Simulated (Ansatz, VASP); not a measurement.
One calculation of Zr3Nb, two programs

```
Zr Nb
1.0
     5.57250    0.00000    0.00000
     0.00000    5.57250    0.00000
     0.00000    0.00000    5.57250
Zr Nb
6 2
Cartesian
  0.0000 2.7862 1.3931
  0.0000 2.7862 4.1794
  1.3931 0.0000 2.7862
  4.1794 0.0000 2.7862
  2.7862 4.1794 0.0000
  2.7862 1.3931 0.0000
  0.0000 0.0000 0.0000
  2.7862 2.7862 2.7862
```

Alike in both runs: functional PBE; k mesh 4 × 4 × 4; occupations gaussian, width 0.1 eV; no spin polarisation.

Ansatz relaxed the structure, and its values are those at the end. VASP's run is a single point on that final structure, the one shown.

|  | VASP | Ansatz |
| --- | --- | --- |
| version | VASP 6.6.1 | Ansatz 0.2.0 |
| potentials or method | VASP PAW PBE potentials, release 64 (Zr_sv, Nb_sv), cutoff 500 eV | scalar-relativistic, plane waves, PAW |
| valence electrons in the cell | 98 | 98 |

|  | VASP | Ansatz | Ansatz less VASP |
| --- | --- | --- | --- |
| gap on the k mesh at the Fermi level (eV) | none | none | - |
| pressure (GPa) | 0.4 | 0.4 | +0.01 |

A gap of «none» marks a metal or a gap that the smearing closes.
